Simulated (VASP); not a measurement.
Set up this calculation in VASP 6.6.1, as the native input.

```yaml
Task: single point
Functional: LDA
Potentials_or_basis: VASP PAW LDA potentials, release 64 (Ta_sv_GW, N)
Cutoff: 600 eV
k_mesh: 10 × 10 × 9
Occupations: fermi-dirac, width 0.05 eV
Spin: no spin polarisation
Dipole_correction: no
Second_run: valence_matched
Further_INCAR_settings: ALGO = Normal; EDIFF = 1e-06; NBANDS = 16
```

The structure of TaN lies in POSCAR:

```
TaN
1.0
    2.9766623284      0.0000000000      0.0000000000
   -1.4883311642      2.5778651949      0.0000000000
    0.0000000000      0.0000000000      2.9209385612
Ta N
1 1
Direct
    0.0000000000      0.0000000000      0.5000000000
    0.6666666667      0.3333333333      0.0000000000
```

The input as run:

INCAR

```
ALGO = Normal
EDIFF = 1E-6
ENCUT = 600
GGA_COMPAT = F
ISIF = 2
ISMEAR = -1
LASPH = T
LCHARG = F
LREAL = F
LWAVE = F
NBANDS = 16
NELM = 120
PREC = Accurate
SIGMA = 0.05
```

KPOINTS

```
k-points
0
Gamma
  10 10 9
```

Potentials or basis: VASP PAW LDA potentials, release 64 (Ta_sv_GW, N).

Run with:

```sh
$ cat potpaw_LDA.64/Ta_sv_GW/POTCAR potpaw_LDA.64/N/POTCAR > POTCAR
$ mpirun -np 1 vasp_std > vasp.out
```

Results of the run:

```
Pressure               : -22.5 GPa
Band gap on the k mesh : zero (band 9 reaches 11.75 eV, above the bottom of band 10 at 11.48 eV)
```

Caveat: spin-orbit coupling is left out, which moves the levels of the heavy elements.

It took 19 s on 1 thread of AMD EPYC 7R43 64-Core Processor (Zen 3), on a shared host, peak memory 0.12 GiB.
